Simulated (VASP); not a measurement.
# Sc (Fm-3m) in VASP: notebook, part 2 of 2

VASP 6.6.1. The steps go on from the part before.

**4. Single point, PBE, non-collinear spin, zero start, spin-orbit coupling**

This run uses another cell than the first one, of 24.75 Å³/atom.

File INCAR:

```
SYSTEM = Sc
PREC = Accurate
ENCUT = 500
EDIFF = 1E-6
ISMEAR = -1
SIGMA = 0.1
LREAL = .FALSE.
LASPH = .TRUE.
NELM = 200
ALGO = Normal
ISIF = 2
LWAVE = .FALSE.
LCHARG = .FALSE.
MAGMOM = 0 0 0
LORBIT = 11
LSORBIT = .TRUE.
GGA_COMPAT = .FALSE.
LORBMOM = .TRUE.
LMAXMIX = 4
GGA = PE
NBANDS = 22
```

File KPOINTS:

```
Automatic mesh
0
G
  12 12 12
  0 0 0
```

File POSCAR:

```
Sc
1.0
    0.0000000000      2.3130827664      2.3130827664
    2.3130827664      0.0000000000      2.3130827664
    2.3130827664      2.3130827664      0.0000000000
Sc
1
Direct
    0.0000000000      0.0000000000      0.0000000000
```

Potentials or basis: VASP PAW PBE potentials, release 64 (Sc_sv).

Command:

```
$ cat potpaw_PBE.64/Sc_sv/POTCAR > POTCAR
$ mpirun -np 1 vasp_ncl > vasp.out
```

OUTCAR:

```text
SYSTEM = Sc
   PREC = Accurate
   ENCUT = 500
   EDIFF = 1E-6
   ISMEAR = -1
   LREAL = .FALSE.
   LASPH = .TRUE.
   NELM = 200
   ISIF = 2
   LORBIT = 11
   LSORBIT = .TRUE.
   GGA = PE

 ion  position               nearest neighbor table
   1  0.000  0.000  0.000-

  LATTYP: Found a face centered cubic cell.
 ALAT       =     4.6261655328

  Lattice vectors:

 A1 = (   0.0000000000,   2.3130827664,   2.3130827664)
 A2 = (   2.3130827664,   0.0000000000,   2.3130827664)
 A3 = (   2.3130827664,   2.3130827664,   0.0000000000)

Analysis of symmetry for initial positions (statically):
=====================================================================
 Subroutine PRICEL returns:
 Original cell was already a primitive cell.

 Routine SETGRP: Setting up the symmetry group for a
 face centered cubic supercell.

 Subroutine GETGRP returns: Found 48 space group operations
 (whereof 48 operations were pure point group operations)
 out of a pool of 48 trial point group operations.

The static configuration has the point symmetry O_h .

Analysis of symmetry for dynamics (positions and initial velocities):
=====================================================================
 Subroutine PRICEL returns:
 Original cell was already a primitive cell.

 Routine SETGRP: Setting up the symmetry group for a
 face centered cubic supercell.

 Subroutine GETGRP returns: Found 48 space group operations
 (whereof 48 operations were pure point group operations)
 out of a pool of 48 trial point group operations.

The dynamic configuration has the point symmetry O_h .

Analysis of structural, dynamic, and magnetic symmetry:
=====================================================================
 Subroutine PRICEL returns:
 Original cell was already a primitive cell.

 Routine SETGRP: Setting up the symmetry group for a
 face centered cubic supercell.

 Subroutine GETGRP returns: Found 48 space group operations
 (whereof 48 operations were pure point group operations)
 out of a pool of 48 trial point group operations.

The overall configuration has the point symmetry O_h .

 Subroutine INISYM returns: Found 48 space group operations
 (whereof 48 operations are pure point group operations),
 and found     1 'primitive' translations

----------------------------------------------------------------------------------------

                                     Primitive cell

  volume of cell :      24.7516

  direct lattice vectors                    reciprocal lattice vectors
     0.000000000  2.313082766  2.313082766    -0.216161742  0.216161742  0.216161742
     2.313082766  0.000000000  2.313082766     0.216161742 -0.216161742  0.216161742
     2.313082766  2.313082766  0.000000000     0.216161742  0.216161742 -0.216161742

  length of vectors
     3.271193019  3.271193019  3.271193019     0.374403120  0.374403120  0.374403120

  position of ions in fractional coordinates (direct lattice)
     0.000000000  0.000000000  0.000000000

  ion indices of the primitive-cell ions
   primitive index   ion index
                 1           1

----------------------------------------------------------------------------------------

 KPOINTS: Automatic mesh

[... 86 lines left out ...]
     AMIX     =   0.40;   BMIX     =  1.00
     AMIX_MAG =   1.60;   BMIX_MAG =  1.00
  volume/ion in A,a.u.               =      24.75       167.03
  Fermi-wavevector in a.u.,A,eV,Ry     =   1.249313  2.360859 21.235738  1.560783
  Thomas-Fermi vector in A             =   2.383359
   LORBIT       =     11    0 simple, 1 ext, 2 COOP (PROOUT), +10 PAW based schemes
   GGA     = PE    functional components
   LHFCALC =     F    Hartree Fock is set to
   AEXX    =    0.0000 exact exchange contribution
   IVDW    =     0    specifies the selected vdW correction
   LEPSILON=     F    determine dielectric tensor
   LRPA    =     F    only Hartree local field effects (RPA)
  energy-cutoff  :      500.00
  volume of cell :       24.75
 maximum number of plane-waves:      1284
   NGX = 11   NGY = 11   NGZ = 11

 number of electron      11.0000000 magnetization       0.0000000      0.0000000      0.0000000

 number of electron      11.0000000 magnetization      -0.0000000     -0.0000000     -0.0000000

 Free energy of the ion-electron system (eV)
  ---------------------------------------------------
  ext. energy  EPLUGINS =         0.00000000
  ---------------------------------------------------
  free energy    TOTEN  =        -6.23712650 eV

  energy without entropy =       -6.17340369  energy(sigma->0) =       -6.20526509

 E-fermi :   3.7193     XC(G=0):  -9.8587

 val. band max:        3.6510340275   @ k =  -0.4167   0.3333   0.1667
 cond. band min:       3.7582325060   @ k =  -0.2500   0.4167   0.1667
 fundamental gap:      0.1071984785
 Fermi energy:         3.7193089867

 k-point     1 :       0.0000    0.0000    0.0000
  band No.  band energies     occupation
      1     -45.7324      1.00000
      2     -45.7324      1.00000
      3     -24.4923      1.00000
      4     -24.4923      1.00000
      5     -23.9816      1.00000
      6     -23.9816      1.00000
[... 589 lines left out ...]
     21      10.3850      0.00000
     22      10.3850      0.00000

 [... further k-points ...]
[... 5 lines left out ...]
  --------------------------------------------------------------------------------------
  -------------------------------------------------------------------------------------
  Total        0.0083480      0.0083480      0.0083480     -0.0000000     -0.0000000      0.0000000
  in kB        0.5403647      0.5403647      0.5403647     -0.0000000     -0.0000000      0.0000000
  external PRESSURE =       0.5403647 kB  Pullay stress =       0.0000000 kB

 VOLUME and BASIS-vectors are now :
 -----------------------------------------------------------------------------
  energy-cutoff  :      500.00
  volume of cell :       24.75
      direct lattice vectors                 reciprocal lattice vectors
     0.000000000  2.313082766  2.313082766    -0.216161742  0.216161742  0.216161742
     2.313082766  0.000000000  2.313082766     0.216161742 -0.216161742  0.216161742
     2.313082766  2.313082766  0.000000000     0.216161742  0.216161742 -0.216161742

 POSITION                                       TOTAL-FORCE (eV/Angst)
 -----------------------------------------------------------------------------------
      0.00000      0.00000      0.00000         0.000000      0.000000      0.000000
 -----------------------------------------------------------------------------------
    total drift:                               -0.000000      0.000000      0.000000

  FREE ENERGIE OF THE ION-ELECTRON SYSTEM (eV)
  ---------------------------------------------------
  free  energy   TOTEN  =        -6.2371264987 eV

  energy  without entropy=       -6.1734036912  energy(sigma->0) =       -6.20526509

 orbital moment (x)

 # of ion     p       d       tot
 ----------------------------------------
  1         0.000  -0.000  -0.000
 ----------------------------------------
            0.000  -0.000  -0.000

 orbital moment (y)

 # of ion     p       d       tot
 ----------------------------------------
  1         0.000   0.000   0.000
 ----------------------------------------
            0.000   0.000   0.000

 orbital moment (z)

 # of ion     p       d       tot
 ----------------------------------------
  1         0.000   0.000   0.000
 ----------------------------------------
            0.000   0.000   0.000

 Spin-Orbit-Coupling matrix elements

 Ion:    1  E_soc:     -0.0072657
 l=   1
     0.0000000    -0.0011927    -0.0011927
    -0.0011927     0.0000000    -0.0011927
    -0.0011927    -0.0011927     0.0000000
 l=   2
     0.0000000    -0.0000021     0.0000000    -0.0000021    -0.0000162
    -0.0000021     0.0000000    -0.0000121    -0.0000021    -0.0000040
     0.0000000    -0.0000121     0.0000000    -0.0000121     0.0000000
    -0.0000021    -0.0000021    -0.0000121     0.0000000    -0.0000040
    -0.0000162    -0.0000040     0.0000000    -0.0000040     0.0000000
 l=   3
     0.0000000     0.0000000     0.0000000     0.0000000     0.0000000     0.0000000     0.0000000
     0.0000000     0.0000000     0.0000000     0.0000000     0.0000000     0.0000000     0.0000000
     0.0000000     0.0000000     0.0000000     0.0000000     0.0000000     0.0000000     0.0000000
     0.0000000     0.0000000     0.0000000     0.0000000     0.0000000     0.0000000     0.0000000
     0.0000000     0.0000000     0.0000000     0.0000000     0.0000000     0.0000000     0.0000000
     0.0000000     0.0000000     0.0000000     0.0000000     0.0000000     0.0000000     0.0000000
     0.0000000     0.0000000     0.0000000     0.0000000     0.0000000     0.0000000     0.0000000

 total charge

# of ion       s       p       d       tot
------------------------------------------
    1        2.275   6.098   1.009   9.382

 magnetization (x)

# of ion       s       p       d       tot
------------------------------------------
    1       -0.000  -0.000   0.000  -0.000

 magnetization (y)

# of ion       s       p       d       tot
------------------------------------------
    1       -0.000   0.000   0.000   0.000

 magnetization (z)

# of ion       s       p       d       tot
------------------------------------------
    1        0.000  -0.000   0.000  -0.000
```

stdout:

```text
POSCAR found type information on POSCAR Sc
 POSCAR found :  1 types and       1 ions
 scaLAPACK will be used
 LDA part: xc-table for (Slater+PW92), standard interpolation
 POSCAR, INCAR and KPOINTS ok, starting setup
 FFT: planning ... GRIDC
 FFT: planning ... GRID_SOFT
 FFT: planning ... GRID
 WAVECAR not read
 entering main loop
```

Run time: 1.8 min. Hardware: 1 thread of Intel Xeon 8259CL, shared host; peak memory 0.22 GiB.

Results:

* Free energy: -6.2371 eV
* Pressure: 0.1 GPa
* Net moment: 0.00 μB per cell
* Valence electrons inside the program's atomic spheres: Sc 9.38

Moments on the atoms (μB; x, y, z):
```
Sc  0.00 0.00 0.00
```

**5. Summary**

```csv
task,spin,cell,k mesh,gap on the mesh (eV),pressure (GPa)
single point,off,"a = 3.397 Å, angles 60.0°, 1 atom",13 × 13 × 13,none,-4.8
relaxation of cell and atoms,off,"relaxed from a = 3.282 Å, angles 60.0°, 1 atom",12 × 12 × 12,none,0.0
single point,"non-collinear, zero start, SOC","a = 3.271 Å, angles 60.0°, 1 atom",12 × 12 × 12,-,0.1
```

Alike in all rows: level PBE; potentials or basis VASP PAW PBE potentials, release 64 (Sc_sv); cutoff (eV) 500; smearing fermi-dirac 0.1 eV.

Caveats: the cell stands under tension (at least some runs).

Total energies depend on the potentials used, so only differences within one code and one set of settings carry meaning.

The gap in the log of VASP goes by the Fermi energy; the results here count the filled bands.